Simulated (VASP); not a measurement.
# TiAl (P-6m2) in VASP: a series of runs

TiAl is run at these levels: PBEsol; tasks: single point.

Program: VASP 6.6.1. These are calculated values, not measurements. Logs are shortened: lines on timing, memory, paths and dates and some standing lists are left out, and cuts for length are marked.

## (1) The cell of the first run

It takes space group P-6m2 (No. 187, hexagonal). The conventional cell has a = 2.895 Å, b = 2.895 Å, c = 4.250 Å, α = 90.00°, β = 90.00°, γ = 120.00°. Ti (site symmetry -6m2) has 6 Al at 2.70 Å and 6 Ti at 2.90 Å within 3.6 Å. Al (site symmetry -6m2) has 6 Ti at 2.70 Å and 6 Al at 2.90 Å within 3.6 Å.

## (2) Single point, PBEsol

Input file INCAR:

```
SYSTEM = TiAl
PREC = Accurate
ENCUT = 520
EDIFF = 1E-7
ISMEAR = 0
SIGMA = 0.15
LREAL = .FALSE.
LASPH = .TRUE.
NELM = 100
ALGO = Normal
ISIF = 2
LWAVE = .FALSE.
LCHARG = .FALSE.
GGA = PS
NBANDS = 14
```

Input file KPOINTS:

```
regular mesh
0
G
  18 18 10
  0 0 0
```

Input file POSCAR:

```
TiAl
1.0
    2.8950000000      0.0000000000      0.0000000000
   -1.4475000000      2.5071435440      0.0000000000
    0.0000000000      0.0000000000      4.2497000000
Ti Al
1 1
Direct
    0.0000000000      0.0000000000      0.0000000000
    0.3333333333      0.6666666667      0.5000000000
```

Potentials or basis: VASP PAW PBE potentials, release 64 (Ti_sv, Al).

Run with:

```console
$ cat potpaw_PBE.64/Ti_sv/POTCAR potpaw_PBE.64/Al/POTCAR > POTCAR
$ mpirun -np 1 vasp_std > vasp.out
```

OUTCAR:

```text
SYSTEM = TiAl
   PREC = Accurate
   ENCUT = 520
   EDIFF = 1E-7
   ISMEAR = 0
   LREAL = .FALSE.
   LASPH = .TRUE.
   NELM = 100
   ISIF = 2
   GGA = PS

 ion  position               nearest neighbor table
   1  0.000  0.000  0.000-   2 2.70   2 2.70   2 2.70   2 2.70   2 2.70   2 2.70
   2  0.333  0.667  0.500-   1 2.70   1 2.70   1 2.70   1 2.70   1 2.70   1 2.70

  LATTYP: Found a hexagonal cell.
 ALAT       =     2.8950000000
 C/A-ratio  =     1.4679447323

  Lattice vectors:

 A1 = (   2.8950000000,   0.0000000000,   0.0000000000)
 A2 = (  -1.4475000000,   2.5071435440,   0.0000000000)
 A3 = (   0.0000000000,   0.0000000000,   4.2497000000)

Analysis of symmetry for initial positions (statically):
=====================================================================
 Subroutine PRICEL returns:
 Original cell was already a primitive cell.

 Routine SETGRP: Setting up the symmetry group for a
 hexagonal supercell.

 Subroutine GETGRP returns: Found 12 space group operations
 (whereof 12 operations were pure point group operations)
 out of a pool of 24 trial point group operations.

The static configuration has the point symmetry D_3h.

Analysis of symmetry for dynamics (positions and initial velocities):
=====================================================================
 Subroutine PRICEL returns:
 Original cell was already a primitive cell.

 Routine SETGRP: Setting up the symmetry group for a
 hexagonal supercell.

 Subroutine GETGRP returns: Found 12 space group operations
 (whereof 12 operations were pure point group operations)
 out of a pool of 24 trial point group operations.

The dynamic configuration has the point symmetry D_3h.

 Subroutine INISYM returns: Found 12 space group operations
 (whereof 12 operations are pure point group operations),
 and found     1 'primitive' translations

----------------------------------------------------------------------------------------

                                     Primitive cell

  volume of cell :      30.8451

  direct lattice vectors                    reciprocal lattice vectors
     2.895000000  0.000000000  0.000000000     0.345423143  0.199430145  0.000000000
    -1.447500000  2.507143544  0.000000000     0.000000000  0.398860290  0.000000000
     0.000000000  0.000000000  4.249700000     0.000000000  0.000000000  0.235310728

  length of vectors
     2.895000000  2.895000000  4.249700000     0.398860290  0.398860290  0.235310728
[... 85 lines left out ...]
   IBRION =     -1    ionic relax: 0-MD 1-quasi-New 2-CG
   NFREE  =      0    steps in history (QN), initial steepest desc. (CG)
   ISIF   =      2    stress and relaxation
   ISYM   =      2    0-nonsym 1-usesym 2-fastsym
   POTIM  = 0.5000    time-step for ionic-motion
   TEBEG  =    0.0;   TEEND  =   0.0 temperature during run
   PSTRESS=    0.0 pullay stress
   NELECT =      15.0000    total number of electrons
   NUPDOWN=      -1.0000    fix difference up-down
   EMIN   =  10.00;   EMAX   =-10.00  energy-range for DOS
   EFERMI =   0.00;   METHOD = LEGACY
   ISMEAR =     0;   SIGMA  =   0.15  broadening in eV -4-tet -1-fermi 0-gaus
   EFERMI_NEDOS =   21; number of points for ismear=-14 and -15
   IALGO  =     38    algorithm
   IMIX   =      4    mixing-type and parameters
     AMIX     =   0.40;   BMIX     =  1.00
     AMIX_MAG =   1.60;   BMIX_MAG =  1.00
  volume/ion in A,a.u.               =      15.42       104.08
  Fermi-wavevector in a.u.,A,eV,Ry     =   1.287389  2.432813 22.549905  1.657371
  Thomas-Fermi vector in A             =   2.419407
   LORBIT       =      0    0 simple, 1 ext, 2 COOP (PROOUT), +10 PAW based schemes
   GGA     = PS    functional components
   LHFCALC =     F    Hartree Fock is set to
   AEXX    =    0.0000 exact exchange contribution
   IVDW    =     0    specifies the selected vdW correction
   LEPSILON=     F    determine dielectric tensor
   LRPA    =     F    only Hartree local field effects (RPA)
 non-spin polarized calculation
 Gauss-broadening in eV      SIGMA  =   0.15
  energy-cutoff  :      520.00
  volume of cell :       30.85
 maximum number of plane-waves:       867
 NGX is ok and might be reduce to    24
   NGX = 11   NGY = 11   NGZ = 15

 number of electron      14.9999997 magnetization

 Free energy of the ion-electron system (eV)
  ---------------------------------------------------
  ext. energy  EPLUGINS =         0.00000000
  ---------------------------------------------------
  free energy    TOTEN  =       -12.80689886 eV

  energy without entropy =      -12.77692393  energy(sigma->0) =      -12.79191140

 E-fermi :   8.4964     XC(G=0): -11.3650

 val. band max:        8.4957605246   @ k =   0.2778  -0.0000   0.1000
 cond. band min:       8.4987287130   @ k =   0.2778  -0.0000   0.4000
 fundamental gap:      0.0029681883
 Fermi energy:         8.4963898413

 k-point     1 :       0.0000    0.0000    0.0000
  band No.  band energies     occupation
      1     -47.6521      2.00000
      2     -24.1123      2.00000
      3     -23.6835      2.00000
      4     -23.6835      2.00000
      5      -0.5722      2.00000
      6       6.4700      2.00000
      7       7.6363      2.00000
      8       9.7567      0.00000
      9       9.7567      0.00000
     10      11.1697      0.00000
     11      11.1697      0.00000
     12      14.1279      0.00000
     13      20.8743      0.00000
     14      20.8743      0.00000
[... 377 lines left out ...]
      1     -47.5640      2.00000
      2     -24.1952      2.00000
      3     -24.0210      2.00000
      4     -23.8457      2.00000
      5       4.0140      2.00000
      6       6.2198      2.00000
      7       7.0901      2.00000
      8       7.6667      2.00000
      9       9.9885      0.00000
     10      11.8509      0.00000
     11      13.0121      0.00000
     12      13.9878      0.00000
     13      14.2374      0.00000
     14      15.7039      0.00000

 [... further k-points ...]
[... 5 lines left out ...]
  --------------------------------------------------------------------------------------
  -------------------------------------------------------------------------------------
  Total        0.6833453      0.6833453      3.6025582      0.0000000      0.0000000     -0.0000000
  in kB       35.4948018     35.4948018    187.1266079      0.0000000      0.0000000     -0.0000000
  external PRESSURE =      86.0387371 kB  Pullay stress =       0.0000000 kB

 VOLUME and BASIS-vectors are now :
 -----------------------------------------------------------------------------
  energy-cutoff  :      520.00
  volume of cell :       30.85
      direct lattice vectors                 reciprocal lattice vectors
     2.895000000  0.000000000  0.000000000     0.345423143  0.199430145  0.000000000
    -1.447500000  2.507143544  0.000000000     0.000000000  0.398860290  0.000000000
     0.000000000  0.000000000  4.249700000     0.000000000  0.000000000  0.235310728

 POSITION                                       TOTAL-FORCE (eV/Angst)
 -----------------------------------------------------------------------------------
      0.00000      0.00000      0.00000         0.000000     -0.000000      0.000000
     -0.00000      1.67143      2.12485        -0.000000      0.000000      0.000000
 -----------------------------------------------------------------------------------
    total drift:                                0.000000     -0.000000      0.000000

  FREE ENERGIE OF THE ION-ELECTRON SYSTEM (eV)
  ---------------------------------------------------
  free  energy   TOTEN  =       -12.8068988555 eV

  energy  without entropy=      -12.7769239348  energy(sigma->0) =      -12.79191140
```

It took 32 s on 1 thread of Intel Xeon 6975P-C (Granite Rapids), shared host; peak memory 0.22 GiB.

Results:

```
Free energy : -12.8069 eV
Pressure    : 8.6 GPa
```

Caveat: the PAW data sets were made with another functional, which shifts forces and pressure a little.

## (3) Single point, PBEsol

This run uses another cell than the first one, of 15.47 Å³/atom, 1.003 times its volume.

Input file INCAR:

```
ALGO = Normal ; EDIFF = 1E-6
ENCUT = 520 ; GGA = PS
ISIF = 2 ; ISMEAR = 0
LASPH = True ; LCHARG = False
LREAL = False ; LWAVE = False
NBANDS = 14 ; NELM = 60
PREC = Accurate ; SIGMA = 0.15
```

Input file KPOINTS:

```
k-points
0
Gamma
  18 18 10
```

Input file POSCAR:

```
TiAl
1.0
    2.8191000000      0.0000000000      0.0000000000
   -1.4095500000      2.4414122158      0.0000000000
    0.0000000000      0.0000000000      4.4960000000
Ti Al
1 1
Direct
    0.0000000000      0.0000000000      0.0000000000
    0.3333333333      0.6666666667      0.5000000000
```

Potentials or basis: VASP PAW PBE potentials, release 64 (Ti_sv, Al).

Run with:

```console
$ cat potpaw_PBE.64/Ti_sv/POTCAR potpaw_PBE.64/Al/POTCAR > POTCAR
$ mpirun -np 1 vasp_std > vasp.out
```

Run time: 30 s. Hardware: 1 thread of Intel Xeon 6975P-C (Granite Rapids), shared host; peak memory 0.23 GiB.

Results (log left out):

* Free energy: -12.9152 eV
* Pressure: 6.2 GPa

Stress tensor (GPa, compression positive):
```
4.91 0.00 0.00
0.00 4.91 0.00
0.00 0.00 8.73
```

Levels at points of the mesh, in eV from the Fermi level:
```tsv
k point	band 5	band 6	band 7	band 8	band 9	band 10
(0.00, 0.00, 0.00)	-9.22	-2.30	-1.65	1.35	1.35	2.94
(0.50, 0.00, 0.00)	-3.91	-2.86	-1.67	-1.07	2.20	4.26
(0.00, 0.00, 0.50)	-8.18	-5.39	-0.36	1.37	1.37	2.84
(0.50, 0.00, 0.50)	-3.88	-2.42	-1.95	0.64	1.04	1.96
```

Caveat: the PAW data sets were made with another functional, which shifts forces and pressure a little.
